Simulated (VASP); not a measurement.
# TiB2 (P6/mmm) in VASP: a series of runs

The runs below take TiB2 through elastic constants, with PBEsol.

Program: VASP 6.6.1. These are calculated values, not measurements. Logs are shortened: lines on timing, memory, paths and dates and some standing lists are left out, and cuts for length are marked.

## Step 1: The cell of the first run

The structure is hexagonal, space group P6/mmm (No. 191). The conventional cell has a = 3.004 Å, b = 3.004 Å, c = 3.166 Å, α = 90.00°, β = 90.00°, γ = 120.00°. Within 3.2 Å of Ti (site symmetry 6/mmm) lie 12 B at 2.35 Å and 8 Ti at 3.00 to 3.17 Å. Within 2.4 Å of B (site symmetry -6m2) lie 3 B at 1.73 Å and 6 Ti at 2.35 Å.

## Step 2: Elastic constants, PBEsol

INCAR

```
  ALGO = Normal
  EDIFF = 1E-8
  ENCUT = 600
  GGA = PS
  IBRION = 6
  ISIF = 3
  ISMEAR = -1
  LASPH = True
  LCHARG = True
  LREAL = False
  LWAVE = False
  NELM = 80
  NFREE = 2
  NSW = 1
  POTIM = 0.015
  PREC = Accurate
  SIGMA = 0.05
```

KPOINTS

```
k-points
0
Gamma
  16 16 14
```

POSCAR

```
TiB2
1.0
    3.0043428618      0.0000000000      0.0000000000
   -1.5021714309      2.6018372400      0.0000000000
    0.0000000000      0.0000000000      3.1656440639
Ti B
1 2
Direct
    0.0000000000      0.0000000000      0.0000000000
    0.3333333333      0.6666666667      0.5000000000
    0.6666666667      0.3333333333      0.5000000000
```

Potentials or basis: VASP PAW PBE potentials, release 64 (Ti_sv, B).

Command:

```sh
> cat potpaw_PBE.64/Ti_sv/POTCAR potpaw_PBE.64/B/POTCAR > POTCAR
> mpirun -np 1 vasp_std > vasp.out
```

OUTCAR:

```text
EDIFF = 1E-8
   ENCUT = 600
   GGA = PS
   IBRION = 6
   ISIF = 3
   ISMEAR = -1
   LASPH = True
   LREAL = False
   NELM = 80
   NFREE = 2
   NSW = 1
   POTIM = 0.015
   PREC = Accurate

 ion  position               nearest neighbor table
   1  0.000  0.000  0.000-   2 2.35   3 2.35   2 2.35   3 2.35   3 2.35   3 2.35   2 2.35   2 2.35
                             3 2.35   3 2.35   2 2.35   2 2.35
   2  0.333  0.667  0.500-   3 1.73   3 1.73   3 1.73   1 2.35   1 2.35   1 2.35   1 2.35   1 2.35
                             1 2.35
   3  0.667  0.333  0.500-   2 1.73   2 1.73   2 1.73   1 2.35   1 2.35   1 2.35   1 2.35   1 2.35
                             1 2.35

  LATTYP: Found a hexagonal cell.
 ALAT       =     3.0043428618
 C/A-ratio  =     1.0536893456

  Lattice vectors:

 A1 = (   3.0043428618,   0.0000000000,   0.0000000000)
 A2 = (  -1.5021714309,   2.6018372400,   0.0000000000)
 A3 = (   0.0000000000,   0.0000000000,   3.1656440639)

Analysis of symmetry for initial positions (statically):
=====================================================================
 Subroutine PRICEL returns:
 Original cell was already a primitive cell.

 Routine SETGRP: Setting up the symmetry group for a
 hexagonal supercell.

 Subroutine GETGRP returns: Found 24 space group operations
 (whereof 24 operations were pure point group operations)
 out of a pool of 24 trial point group operations.

The static configuration has the point symmetry D_6h.

Analysis of symmetry for dynamics (positions and initial velocities):
=====================================================================
 Subroutine PRICEL returns:
 Original cell was already a primitive cell.

 Routine SETGRP: Setting up the symmetry group for a
 hexagonal supercell.

 Subroutine GETGRP returns: Found 24 space group operations
 (whereof 24 operations were pure point group operations)
 out of a pool of 24 trial point group operations.

[... 724 lines left out ...]
      1     -46.2328      2.00000
      2     -22.7744      2.00000
      3     -22.6806      2.00000
      4     -22.5688      2.00000
      5      -0.7307      2.00000
      6       3.5458      2.00000
      7       5.0886      2.00000
      8       7.3814      2.00000
      9       9.9190      1.99928
     10      10.5939      0.00763
     11      11.6706      0.00000
     12      13.5646      0.00000
     13      15.7878      0.00000

 [... further k-points ...]
[... 5 lines left out ...]
  --------------------------------------------------------------------------------------
  -------------------------------------------------------------------------------------
  Total        0.6748100      0.6748100      0.6566655      0.0000000      0.0000000      0.0000000
  in kB       43.6918433     43.6918433     42.5170445      0.0000000      0.0000000      0.0000000
  external PRESSURE =      43.3002437 kB  Pullay stress =       0.0000000 kB
[... 18 lines left out ...]
  FREE ENERGIE OF THE ION-ELECTRON SYSTEM (eV)
  ---------------------------------------------------
  free  energy   TOTEN  =       -25.7899838663 eV

  energy  without entropy=      -25.7878312781  energy(sigma->0) =      -25.78890757

 INTERNAL STRAIN TENSORS FROM STRAINED CELLS
 ============================================

 INTERNAL STRAIN TENSOR FOR ION    1 for displacements in x,y,z  (eV/Angst):
          X           Y           Z          XY          YZ          ZX
  --------------------------------------------------------------------------------
  x     0.00000    -0.00000    -0.00000     0.00000     0.00000    -0.00000
  y     0.00000     0.00000    -0.00000     0.00000     0.00000     0.00000
  z     0.00000     0.00000    -0.00000     0.00000     0.00000     0.00000

 INTERNAL STRAIN TENSORS FROM DISPLACED ATOMS
 ============================================

 INTERNAL STRAIN TENSOR FOR ION    1 for displacements in x,y,z  (eV/Angst):
          X           Y           Z          XY          YZ          ZX
  --------------------------------------------------------------------------------
  x     0.00000     0.00000     0.00000     0.00000     0.00000     0.00000
  y     0.00000     0.00000     0.00000     0.00000     0.00000     0.00000
  z     0.00000     0.00000     0.00000     0.00000     0.00000     0.00000

 INTERNAL STRAIN TENSOR FOR ION    3 for displacements in x,y,z  (eV/Angst):
          X           Y           Z          XY          YZ          ZX
  --------------------------------------------------------------------------------
  x     0.00000     0.00000     0.00000     3.91763     0.00000     0.00000
  y     3.91763    -3.91763    -0.00000     0.00000     0.00000     0.00000
  z     0.00000     0.00000     0.00000     0.00000     0.00000     0.00000

 Eigenvectors and eigenvalues of the dynamical matrix
 ----------------------------------------------------

   1 f  =   27.776824 THz   174.526932 2PiTHz  926.535114 cm-1   114.875662 meV
             X         Y         Z           dx          dy          dz
      0.000000  0.000000  0.000000    -0.000000   -0.000000   -0.000000
     -0.000000  1.734558  1.582822    -0.000042   -0.707107   -0.000000
      1.502171  0.867279  1.582822     0.000042    0.707107    0.000000
[... 43 lines left out ...]
   9 f/i=    0.001790 THz     0.011248 2PiTHz    0.059712 cm-1     0.007403 meV
             X         Y         Z           dx          dy          dz
      0.000000  0.000000  0.000000    -0.000000   -0.000000   -0.829940
     -0.000000  1.734558  1.582822    -0.000000   -0.000000   -0.394462
      1.502171  0.867279  1.582822    -0.000000   -0.000000   -0.394462

--------------------------------------------------------------------------------------------------------

 ELASTIC MODULI CONTR FROM IONIC RELAXATION (kBar)
 Direction    XX          YY          ZZ          XY          YZ          ZX
 --------------------------------------------------------------------------------
 XX         -58.2327     58.2327      0.0000      0.0000      0.0000      0.0000
 YY          58.2327    -58.2327     -0.0000     -0.0000      0.0000      0.0000
 ZZ           0.0000     -0.0000     -0.0000     -0.0000      0.0000      0.0000
 XY           0.0000     -0.0000     -0.0000    -58.2327      0.0000      0.0000
 YZ           0.0000      0.0000      0.0000      0.0000      0.0000      0.0000
 ZX           0.0000      0.0000      0.0000      0.0000      0.0000      0.0000
 --------------------------------------------------------------------------------

 TOTAL ELASTIC MODULI (kBar)
 Direction    XX          YY          ZZ          XY          YZ          ZX
 --------------------------------------------------------------------------------
 XX        7063.9459    721.9441   1153.6357      0.0000      0.0000      0.0000
 YY         721.9441   7063.9459   1153.6357     -0.0000      0.0000      0.0000
 ZZ        1153.6357   1153.6357   4980.0468     -0.0000      0.0000      0.0000
 XY           0.0000     -0.0000      0.0000   3171.0009      0.0000     -0.0000
 YZ           0.0000      0.0000      0.0000      0.0000   2908.1550      0.0000
 ZX           0.0000      0.0000      0.0000     -0.0000      0.0000   2908.1546
 --------------------------------------------------------------------------------
```

stdout:

```text
POSCAR found type information on POSCAR TiB
 POSCAR found :  2 types and       3 ions
 scaLAPACK will be used
 -----------------------------------------------------------------------------
|                                                                             |
|                                                                             |
|     You enforced a specific xc type in the INCAR file but a different       |
|     I HOPE YOU KNOW WHAT YOU ARE DOING!                                     |
[... 40 lines left out ...]
 Finite differences progress:
 bond charge predicted
 Finite differences progress:
 bond charge predicted
 Finite differences progress:
 bond charge predicted
 Finite differences progress:
 bond charge predicted
 Finite differences progress:
 bond charge predicted
 Finite differences progress:
 bond charge predicted
 Finite differences progress:
```

It took 43 min on 1 thread of Oxide Virtual Turin-like, shared host; peak memory 0.79 GiB.

What came out:

```
Voigt bulk modulus            : 280 GPa
Highest phonon frequency at Γ : 927 cm⁻¹
```

Phonon frequencies in cm⁻¹ (negative: imaginary):
| q point | frequencies |
| --- | --- |
| (0.000, 0.000, 0.000) | 0 0 0 538 538 545 574 927 927 |

Elastic tensor in Voigt notation (GPa, in the Cartesian axes of the cell as first typed):
```
706  72 115   0   0   0
 72 706 115   0   0   0
115 115 498   0   0   0
  0   0   0 291   0   0
  0   0   0   0 291   0
  0   0   0   0   0 317
```

Clamped-ion elastic tensor (GPa):
```
712  66 115   0   0   0
 66 712 115   0   0   0
115 115 498   0   0   0
  0   0   0 291   0   0
  0   0   0   0 291   0
  0   0   0   0   0 323
```

Caveat: the cell is under stress, which shifts elastic constants; the PAW data sets were made with another functional, which shifts forces and pressure a little.

## Step 3: Elastic constants, PBEsol

This run uses another cell than the first one, of 8.37 Å³/atom.

INCAR

```
PREC = Accurate
ENCUT = 600
EDIFF = 1E-8
ISMEAR = -1
SIGMA = 0.05
LREAL = F
LASPH = T
NELM = 100
ALGO = Normal
ISIF = 3
LWAVE = F
LCHARG = F
GGA = PS
NBANDS = 16
IBRION = 6
NFREE = 2
POTIM = 0.015
NSW = 1
```

KPOINTS

```
Automatic mesh
0
Gamma
  16 16 14
```

POSCAR

```
TiB2
1.0
    3.0172972367      0.0000000000      0.0000000000
   -1.5086486184      2.6130560578      0.0000000000
    0.0000000000      0.0000000000      3.1854065317
Ti B
1 2
Direct
    0.0000000000      0.0000000000      0.0000000000
    0.3333333333      0.6666666667      0.5000000000
    0.6666666667      0.3333333333      0.5000000000
```

Potentials or basis: VASP PAW PBE potentials, release 64 (Ti_sv, B).

Command:

```sh
> cat potpaw_PBE.64/Ti_sv/POTCAR potpaw_PBE.64/B/POTCAR > POTCAR
> mpirun -np 1 vasp_std > vasp.out
```

Run time: 73 min. Hardware: 1 thread of Oxide Virtual Turin-like, shared host; peak memory 0.88 GiB.

It converged, with:

- Voigt bulk modulus: 268 GPa
- Highest phonon frequency at Γ: 910 cm⁻¹

Phonon frequencies in cm⁻¹ (negative: imaginary):
```csv
q point,frequencies
"(0.000, 0.000, 0.000)",0 0 0 527 527 531 566 910 910
```

Elastic tensor in Voigt notation (GPa, in the Cartesian axes of the cell as first typed):
```
683  68 108   0   0   0
 68 683 108   0   0   0
108 108 480   0   0   0
  0   0   0 278   0   0
  0   0   0   0 278   0
  0   0   0   0   0 307
```

Clamped-ion elastic tensor (GPa):
```
688  63 108   0   0   0
 63 688 108   0   0   0
108 108 480   0   0   0
  0   0   0 278   0   0
  0   0   0   0 278   0
  0   0   0   0   0 313
```

Caveat: the PAW data sets were made with another functional, which shifts forces and pressure a little.
